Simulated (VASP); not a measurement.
# AlGa3N4 (Pm) in VASP: a series of runs

Runs on AlGa3N4. Level: PBEsol. Tasks: single point.

Everything below comes from runs of VASP 6.6.1. Logs are shortened: lines on timing, memory, paths and dates and some standing lists are left out, and cuts for length are marked.

## Step 1: The cell of the first run

Symmetry: Pm, No. 6, monoclinic system. The conventional cell has a = 5.297 Å, b = 3.260 Å, c = 5.478 Å, α = 90.00°, β = 90.04°, γ = 90.00°. Al (site symmetry m) has 4 N at 1.90 to 1.96 Å within 2.5 Å. Ga (site symmetry m) has 4 N at 1.95 to 2.01 Å within 2.6 Å. Ga (site symmetry m) has 4 N at 1.94 to 2.02 Å within 2.6 Å. Within 2.6 Å of Ga (site symmetry m) lie 4 N at 1.96 to 2.01 Å. N (site symmetry m) has 1 Al at 1.90 Å and 3 Ga at 1.99 to 2.01 Å within 2.5 Å. N (site symmetry m) has 2 Al at 1.95 Å and 2 Ga at 1.96 to 2.02 Å within 2.6 Å. Within 2.6 Å of N (site symmetry m) lie 4 Ga at 1.94 to 2.01 Å. Within 2.6 Å of N (site symmetry m) lie 3 Ga at 1.95 to 1.99 Å and 1 Al at 1.96 Å.

## Step 2: Single point, PBEsol (strain +0.030 along x and y, +0.000 along z)

Input file INCAR:

```
SYSTEM = AlGa3N4
PREC     = Accurate       ! precision mode
ENCUT    = 520            ! plane-wave cutoff, eV
EDIFF    = 1E-7           ! SCF threshold, eV
ISMEAR   = 0              ! smearing method
SIGMA    = 0.05           ! smearing width, eV
LREAL    = .FALSE.        ! projectors in reciprocal space
LASPH    = .TRUE.         ! aspherical terms in the spheres
NELM     = 100            ! most SCF steps
ALGO     = Normal         ! electronic algorithm
ISIF     = 2              ! what is computed and relaxed
LWAVE    = .FALSE.        ! write WAVECAR
LCHARG   = .FALSE.        ! write CHGCAR
GGA      = PS             ! functional
NBANDS   = 41             ! bands
```

Input file KPOINTS:

```
regular mesh
0
G
  6 8 6
  0 0 0
```

Input file POSCAR:

```
AlGa3N4
1.0
    5.2966217354      0.0000000000      0.0001215027
    0.0000000000      3.2599343446      0.0000000000
   -0.0036932605      0.0000000000      5.4784941377
Al Ga N
1 3 4
Direct
    0.0006034227      0.5000000000      0.6673576245
    0.4991167030      0.5000000000      0.3349195796
    0.4990273845      0.0000000000      0.8315570005
    0.9998617813      0.0000000000      0.1661805284
    0.1196687538      0.5000000000      0.3400974154
    0.1176459792      0.0000000000      0.8263760592
    0.6204436392      0.0000000000      0.1662162869
    0.6312323464      0.5000000000      0.6672965055
```

Potentials or basis: VASP PAW PBE potentials, release 64 (Al, Ga_d, N).

Command:

```console
cat potpaw_PBE.64/Al/POTCAR potpaw_PBE.64/Ga_d/POTCAR potpaw_PBE.64/N/POTCAR > POTCAR
mpirun -np 1 vasp_std > vasp.out
```

OUTCAR:

```text
SYSTEM = AlGa3N4
   PREC = Accurate
   ENCUT = 520
   EDIFF = 1E-7
   ISMEAR = 0
   LREAL = .FALSE.
   LASPH = .TRUE.
   NELM = 100
   ISIF = 2
   GGA = PS

 ion  position               nearest neighbor table
   1  0.001  0.500  0.667-   5 1.90   6 1.95   6 1.95   8 1.96
   2  0.499  0.500  0.335-   8 1.95   7 1.98   7 1.98   5 2.01
   3  0.499  0.000  0.832-   7 1.94   8 1.99   8 1.99   6 2.02
   4  1.000  0.000  0.166-   6 1.96   5 1.99   5 1.99   7 2.01
   5  0.120  0.500  0.340-   1 1.90   4 1.99   4 1.99   2 2.01
   6  0.118  0.000  0.826-   1 1.95   1 1.95   4 1.96   3 2.02
   7  0.620  0.000  0.166-   3 1.94   2 1.98   2 1.98   4 2.01
   8  0.631  0.500  0.667-   2 1.95   1 1.96   3 1.99   3 1.99

  LATTYP: Found a simple monoclinic cell.
 ALAT       =     5.2966217368
 B/A-ratio  =     0.6154742601
 C/A-ratio  =     1.0343376693
 COS(beta)  =    -0.0006511981

  Lattice vectors:

 A1 = (   5.2966217354,   0.0000000000,   0.0001215027)
 A2 = (   0.0000000000,   3.2599343446,   0.0000000000)
 A3 = (  -0.0036932605,   0.0000000000,   5.4784941377)

Analysis of symmetry for initial positions (statically):
=====================================================================
 Subroutine PRICEL returns:
 Original cell was already a primitive cell.

 Routine SETGRP: Setting up the symmetry group for a
 simple monoclinic supercell.

 Subroutine GETGRP returns: Found  2 space group operations
 (whereof  2 operations were pure point group operations)
 out of a pool of  4 trial point group operations.

The static configuration has the point symmetry C_1h.

Analysis of symmetry for dynamics (positions and initial velocities):
=====================================================================
 Subroutine PRICEL returns:
 Original cell was already a primitive cell.

 Routine SETGRP: Setting up the symmetry group for a
 simple monoclinic supercell.

 Subroutine GETGRP returns: Found  2 space group operations
 (whereof  2 operations were pure point group operations)
 out of a pool of  4 trial point group operations.

The dynamic configuration has the point symmetry C_1h.

 Subroutine INISYM returns: Found  2 space group operations
 (whereof  2 operations are pure point group operations),
 and found     1 'primitive' translations

----------------------------------------------------------------------------------------

                                     Primitive cell

  volume of cell :      94.5952

  direct lattice vectors                    reciprocal lattice vectors
     5.296621735  0.000000000  0.000121503     0.188799585  0.000000000  0.000127277
     0.000000000  3.259934345  0.000000000     0.000000000  0.306754644  0.000000000
    -0.003693261  0.000000000  5.478494138    -0.000004187  0.000000000  0.182531907

  length of vectors
     5.296621737  3.259934345  5.478495383     0.188799628  0.306754644  0.182531907

  position of ions in fractional coordinates (direct lattice)
     0.000603423  0.500000000  0.667357624
     0.499116703  0.500000000  0.334919580
     0.499027385  0.000000000  0.831557000
     0.999861781  0.000000000  0.166180528
     0.119668754  0.500000000  0.340097415
     0.117645979  0.000000000  0.826376059
     0.620443639  0.000000000  0.166216287
     0.631232346  0.500000000  0.667296505

  ion indices of the primitive-cell ions
   primitive index   ion index
                 1           1
                 2           2
                 3           3
                 4           4
                 5           5
                 6           6
                 7           7
                 8           8

----------------------------------------------------------------------------------------

 KPOINTS: regular mesh

Automatic generation of k-mesh.
 Grid dimensions read from file:
 generate k-points for:    6    8    6

 Generating k-lattice:

  Cartesian coordinates                     Fractional coordinates (reciprocal lattice)
     0.031466597  0.000000000  0.000021213     0.166666667  0.000000000  0.000000000
     0.000000000  0.038344331  0.000000000     0.000000000  0.125000000  0.000000000
    -0.000000698  0.000000000  0.030421985     0.000000000  0.000000000  0.166666667

  Length of vectors
     0.031466605  0.038344331  0.030421985

  Shift w.r.t. Gamma in fractional coordinates (k-lattice)
     0.000000000  0.000000000  0.000000000

 Subroutine IBZKPT returns following result:
 ===========================================

 Found    100 irreducible k-points:

 Following reciprocal coordinates:
            Coordinates               Weight
  0.000000  0.000000  0.000000      1.000000
  0.166667  0.000000  0.000000      2.000000
  0.333333  0.000000 -0.000000      2.000000
  0.500000  0.000000  0.000000      1.000000
  0.000000  0.125000  0.000000      2.000000
  0.166667  0.125000  0.000000      4.000000
[... 16 lines left out ...]
  0.333333  0.000000  0.166667      2.000000
  0.500000  0.000000  0.166667      2.000000
 [... further k-points ...]
   k-points           NKPTS =    100   k-points in BZ     NKDIM =    100   number of bands    NBANDS=     41
   number of dos      NEDOS =    301   number of ions     NIONS =      8
   total plane-waves  NPLWV =  40320
   dimension x,y,z NGX =    40 NGY =   24 NGZ =   42
   dimension x,y,z NGXF=    80 NGYF=   48 NGZF=   84
   ions per type =               1   3   4
   NGX,Y,Z   is equivalent  to a cutoff of  12.55, 12.24, 12.74 a.u.
   NGXF,Y,Z  is equivalent  to a cutoff of  25.11, 24.48, 25.49 a.u.
 SYSTEM =  AlGa3N4
   PREC   = accura    normal or accurate (medium, high low for compatibility)
   ISTART =      0    job   : 0-new  1-cont  2-samecut
   ICHARG =      2    charge: 1-file 2-atom 10-const
   ISPIN  =      1    spin polarized calculation?
   LNONCOLLINEAR =      F non collinear calculations
   LSORBIT =      F    spin-orbit coupling
   LASPH  =      T    aspherical Exc in radial PAW
   ENCUT  =  520.0 eV  38.22 Ry    6.18 a.u.   9.85  6.06 10.19*2*pi/ulx,y,z
   NELM   =    100;   NELMIN=  2; NELMDL= -5     # of ELM steps
   EDIFF  = 0.1E-06   stopping-criterion for ELM
   LREAL  =      F    real-space projection
   EDIFFG = 0.1E-05   stopping-criterion for IOM
   NSW    =      0    number of steps for IOM
   IBRION =     -1    ionic relax: 0-MD 1-quasi-New 2-CG
   NFREE  =      0    steps in history (QN), initial steepest desc. (CG)
   ISIF   =      2    stress and relaxation
   ISYM   =      2    0-nonsym 1-usesym 2-fastsym
   POTIM  = 0.5000    time-step for ionic-motion
   TEBEG  =    0.0;   TEEND  =   0.0 temperature during run
   PSTRESS=    0.0 pullay stress
   NELECT =      62.0000    total number of electrons
   NUPDOWN=      -1.0000    fix difference up-down
   EMIN   =  10.00;   EMAX   =-10.00  energy-range for DOS
   EFERMI =   0.00;   METHOD = LEGACY
   ISMEAR =     0;   SIGMA  =   0.05  broadening in eV -4-tet -1-fermi 0-gaus
   EFERMI_NEDOS =   21; number of points for ismear=-14 and -15
   IALGO  =     38    algorithm
   IMIX   =      4    mixing-type and parameters
     AMIX     =   0.40;   BMIX     =  1.00
     AMIX_MAG =   1.60;   BMIX_MAG =  1.00
  volume/ion in A,a.u.               =      11.82        79.79
  Fermi-wavevector in a.u.,A,eV,Ry     =   1.422053  2.687290 27.514166  2.022234
  Thomas-Fermi vector in A             =   2.542797
   LORBIT       =      0    0 simple, 1 ext, 2 COOP (PROOUT), +10 PAW based schemes
   GGA     = PS    functional components
   LHFCALC =     F    Hartree Fock is set to
   AEXX    =    0.0000 exact exchange contribution
   IVDW    =     0    specifies the selected vdW correction
   LEPSILON=     F    determine dielectric tensor
   LRPA    =     F    only Hartree local field effects (RPA)
 non-spin polarized calculation
 Gauss-broadening in eV      SIGMA  =   0.05
  energy-cutoff  :      520.00
  volume of cell :       94.60
 maximum number of plane-waves:      2590
   NGX = 19   NGY = 13   NGZ = 21

 number of electron      62.0000001 magnetization

 Free energy of the ion-electron system (eV)
  ---------------------------------------------------
  ext. energy  EPLUGINS =         0.00000000
  ---------------------------------------------------
  free energy    TOTEN  =       -54.79717765 eV

  energy without entropy =      -54.79717765  energy(sigma->0) =      -54.79717765

 E-fermi :   5.0824     XC(G=0): -11.4354

 val. band max:        4.8671045013   @ k =   0.0000   0.0000   0.0000
 cond. band min:       6.7581192068   @ k =   0.0000   0.0000   0.0000
 fundamental gap:      1.8910147054
 Fermi energy:         5.0823717564

 k-point     1 :       0.0000    0.0000    0.0000
  band No.  band energies     occupation
      1     -10.5427      2.00000
      2      -9.7808      2.00000
      3      -9.5703      2.00000
      4      -9.3690      2.00000
      5      -8.4007      2.00000
      6      -8.3893      2.00000
[... 33 lines left out ...]
     40      14.6657      0.00000
     41      14.7182      0.00000

 k-point     2 :       0.1667    0.0000    0.0000
  band No.  band energies     occupation
      1     -10.4682      2.00000
      2      -9.7825      2.00000
      3      -9.5813      2.00000
      4      -9.3645      2.00000
      5      -8.4000      2.00000
      6      -8.3848      2.00000
[... 33 lines left out ...]
     40      14.5827      0.00000
     41      14.9535      0.00000

 k-point     3 :       0.3333    0.0000   -0.0000
  band No.  band energies     occupation
      1     -10.2742      2.00000
      2      -9.8216      2.00000
      3      -9.6091      2.00000
      4      -9.3521      2.00000
      5      -8.3985      2.00000
      6      -8.3861      2.00000
[... 875 lines left out ...]
      2      -9.8021      2.00000
      3      -9.6144      2.00000
      4      -9.3660      2.00000
      5      -8.3870      2.00000
      6      -8.3792      2.00000
[... 33 lines left out ...]
     40      14.6286      0.00000
     41      14.7725      0.00000

 k-point    24 :       0.5000    0.0000    0.1667
  band No.  band energies     occupation
      1     -10.0629      2.00000
      2      -9.8738      2.00000
      3      -9.6288      2.00000
      4      -9.3569      2.00000
      5      -8.3852      2.00000
      6      -8.3817      2.00000
[... 33 lines left out ...]
     40      14.4698      0.00000
     41      14.8362      0.00000

 [... further k-points ...]

------------------------ aborting loop because EDIFF is reached ----------------------------------------

  FORCE on cell =-STRESS in cart. coord.  units (eV):
  Direction    XX          YY          ZZ          XY          YZ          ZX
  --------------------------------------------------------------------------------------
  -------------------------------------------------------------------------------------
  Total       -7.7032422     -7.4197909     -2.5575598      0.0000000      0.0000000      0.0041259
  in kB     -130.4713378   -125.6704671    -43.3178960      0.0000000      0.0000000      0.0698809
  external PRESSURE =     -99.8199003 kB  Pullay stress =       0.0000000 kB

 VOLUME and BASIS-vectors are now :
 -----------------------------------------------------------------------------
  energy-cutoff  :      520.00
  volume of cell :       94.60
      direct lattice vectors                 reciprocal lattice vectors
     5.296621735  0.000000000  0.000121503     0.188799585  0.000000000  0.000127277
     0.000000000  3.259934345  0.000000000     0.000000000  0.306754644  0.000000000
    -0.003693261  0.000000000  5.478494138    -0.000004187  0.000000000  0.182531907

 POSITION                                       TOTAL-FORCE (eV/Angst)
 -----------------------------------------------------------------------------------
      0.00073      1.62997      3.65611        -0.127387      0.000000      0.173397
      2.64240      1.62997      1.83492        -0.088734      0.000000     -0.194310
      2.64009      0.00000      4.55574        -0.058087      0.000000     -0.177065
      5.29528      0.00000      0.91054        -0.106848      0.000000      0.199832
      0.63258      1.62997      1.86324         0.120275      0.000000     -0.234554
      0.62007      0.00000      4.52731         0.071986      0.000000     -0.219231
      3.28564      0.00000      0.91069         0.091373      0.000000      0.245278
      3.34093      1.62997      3.65586         0.097422      0.000000      0.206654
 -----------------------------------------------------------------------------------
    total drift:                               -0.000050      0.000000     -0.000222

  FREE ENERGIE OF THE ION-ELECTRON SYSTEM (eV)
  ---------------------------------------------------
  free  energy   TOTEN  =       -54.7971776474 eV

  energy  without entropy=      -54.7971776474  energy(sigma->0) =      -54.79717765
```

It took 4.8 min on 1 thread of Intel Xeon Platinum 8488C (Sapphire Rapids), shared host; peak memory 0.41 GiB.

Results:

| Property | Result |
| --- | --- |
| Free energy | -54.7972 eV |
| Pressure | -10.0 GPa |
| Largest force | 0.264 eV/Å |
| Band gap on the k mesh | 1.89 eV |

Forces on the atoms (eV/Å):
```
Al  -0.127  0.000  0.173
Ga  -0.089  0.000 -0.194
Ga  -0.058  0.000 -0.177
Ga  -0.107  0.000  0.200
N    0.120  0.000 -0.235
N    0.072  0.000 -0.219
N    0.091  0.000  0.245
N    0.097  0.000  0.207
```

Stress tensor (GPa, compression positive):
```
-13.05   0.00   0.01
  0.00 -12.57   0.00
  0.01   0.00  -4.33
```

Levels at points of the mesh, in eV from the valence-band top:
```tsv
k point	band 27	band 28	band 29	band 30	band 31	band 32	band 33	band 34	band 35	band 36
(0.00, 0.00, 0.00)	-0.92	-0.90	-0.16	-0.09	0.00	1.89	4.26	4.73	5.27	6.02
(0.50, 0.00, 0.00)	-1.63	-0.70	-0.63	-0.41	-0.29	4.01	4.06	4.16	4.67	7.16
(0.00, 0.50, 0.00)	-3.38	-2.04	-2.02	-1.74	-1.69	5.42	5.43	6.31	6.58	7.59
(0.50, 0.50, 0.00)	-3.08	-1.69	-1.49	-1.47	-1.45	5.32	5.53	5.60	5.95	7.48
(0.00, 0.00, 0.50)	-1.83	-0.77	-0.71	-0.57	-0.48	4.08	4.22	5.59	5.97	7.20
(0.50, 0.00, 0.50)	-1.83	-1.59	-1.24	-1.21	-1.17	4.90	4.94	5.01	5.44	7.09
(0.00, 0.50, 0.50)	-2.34	-2.08	-2.03	-0.91	-0.80	4.87	5.11	5.39	5.39	5.66
(0.50, 0.50, 0.50)	-1.74	-1.66	-1.62	-1.60	-1.58	4.10	4.16	4.23	4.67	6.83
```

Caveat: the cell differs from its parent crystal (strain +0.030 along x and y, +0.000 along z); the cell stands under tension; the PAW data sets were made with another functional, which shifts forces and pressure a little.

[end of part 1 of 2]
